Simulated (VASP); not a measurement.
A run of VASP 6.6.1 is set up as follows.

INCAR

```
ALGO = Normal ; EDIFF = 1E-6
ENCUT = 520 ; GGA = PE
ISIF = 2 ; ISMEAR = -1
ISYM = 0 ; LASPH = True
LCHARG = False ; LREAL = Auto
LWAVE = False ; NBANDS = 116
NELM = 80 ; PREC = Accurate
SIGMA = 0.0586
```

File KPOINTS:

```
Automatic mesh
0
Gamma
  1 1 1
  0.25 0.25 0.25
```

Contents of POSCAR:

```
Ga2Si3Au
1.0
    7.3073390000     -0.0440410000     -0.0833530000
   -0.0440410000      7.3836060000     -0.0558830000
   -0.0833530000     -0.0558830000      7.7526330000
Si Ga Au
12 8 4
Direct
    0.1805644930      0.5581339447      0.8253834267
    0.5806412078      0.4160372708      0.5736139706
    0.8713859056      0.0169893607      0.0616652492
    0.2193798035      0.6378552621      0.4401738391
    0.1121736451     -0.0526418807      0.4772623989
    0.6641678864     -0.0047798469      0.7802887450
    0.1778480802      0.3261645310      0.5664295245
    0.8619213039      0.7317534197      0.1688002389
    0.7903167981      0.3273342505      0.8007586192
    0.0876502650      0.2638591565      0.9569251058
    0.5608215056      0.6510182315      0.2462462762
    0.8449493665      0.6678813718      0.8567093630
    0.4990793616      0.6398792564      0.8746195176
    0.3928049646      0.3182636989      0.2215563412
    0.1953638210      0.9111815306      0.1787376905
    0.1117812728      0.9298674295      0.8002035032
    0.8783348398      0.6271791078      0.4998600468
    0.5045497701      0.7609859288      0.5661899530
    0.4903551456      0.0713791383      0.4366569981
    0.8783876531      0.1719693039      0.5156221643
    0.7601578031      0.3228411146      0.1552615432
    0.5184378226      0.9991269481      0.0772902005
    0.1044268453      0.5075495070      0.1705442112
    0.4102431946      0.2527193047      0.8182319109
```

Potentials or basis: VASP PAW PBE potentials, release 64 (Si, Ga_d, Au).

Run with:

```bash
$ cat potpaw_PBE.64/Si/POTCAR potpaw_PBE.64/Ga_d/POTCAR potpaw_PBE.64/Au/POTCAR > POTCAR
$ mpirun -np 1 vasp_std > vasp.out
```

(1) Estimate the largest force.

(2) Predict the band gap on the k mesh.

Answers

(1) 1.311 eV/Å.

(2) 0.53 eV.

Caveat: the k points lie up to 0.86 Å⁻¹ apart; spin-orbit coupling is left out, which moves the levels of the heavy elements.
